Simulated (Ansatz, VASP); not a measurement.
## One calculation of B4Ru, two programs

```
B Ru
1.0
     2.63050    0.00000    0.00000
     0.00000    2.63050    0.00000
     0.00000    0.00000    6.72842
B Ru
4 1
Direct
  0.50000 0.50000 0.17584
  0.50000 0.50000 0.82416
  0.50000 0.00000 0.00000
  0.00000 0.50000 0.00000
  0.50000 0.50000 0.50000
```

Alike in both runs: functional PBE; k mesh 6 × 6 × 6; occupations gaussian, width 0.1 eV; no spin polarisation.

Ansatz relaxed the structure, and its values are those at the end. VASP's run is a single point on that final structure, the one shown.

|  | VASP | Ansatz |
| --- | --- | --- |
| version | VASP 6.6.1 | Ansatz 0.2.0 |
| potentials or method | VASP PAW PBE potentials, release 64 (B, Ru_pv), cutoff 520 eV | scalar-relativistic, plane waves, PAW |
| valence electrons in the cell | 26 | 28 |

```csv
,VASP,Ansatz,Ansatz less VASP
gap on the k mesh at the Fermi level (eV),none,none,-
pressure (GPa),0.0,0.0,-0.01
rms of the force components (eV/Å),0.003,0.000,-0.0032
```

A gap of «none» marks a metal or a gap that the smearing closes. VASP's potentials hold 26 valence electrons a cell and Ansatz's 28, so a difference there can come from the potentials and not from the codes.

The k mesh is coarse, so the values compare programs but aren't converged.
